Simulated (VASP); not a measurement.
Se, 3 atoms in the cell. It takes space group P3_121 (No. 152, trigonal). The conventional cell has a = 4.522 Å, b = 4.522 Å, c = 5.045 Å, α = 90.00°, β = 90.00°, γ = 120.00°. Within 3.2 Å of Se (site symmetry 2) lie 2 Se at 2.40 Å. 

* Program: VASP 6.6.1
* Task: single point
* Functional: PBE
* Potentials or basis: VASP PAW PBE potentials, release 64 (Se)
* Cutoff: 520 eV
* k mesh: 12 × 12 × 8
* Occupations: gaussian, width 0.05 eV
* Spin: no spin polarisation
* Dipole correction: no
* Further INCAR settings: ALGO = Normal; EDIFF = 1e-07; NBANDS = 16

Potentials or basis: VASP PAW PBE potentials, release 64 (Se).

The run is started by

```sh
$ cat potpaw_PBE.64/Se/POTCAR > POTCAR
$ mpirun -np 1 vasp_std > vasp.out
```

Hardware: 1 thread of AMD EPYC 7R43 64-Core Processor (Zen 3), with other jobs on the host.

Question: Estimate the wall time of this run.

Answer: Wall time 5 min on 1 thread of AMD EPYC 7R43 64-Core Processor (Zen 3) (shared host), peak memory 0.27 GiB. Counts: scf iterations 13, k points 131.
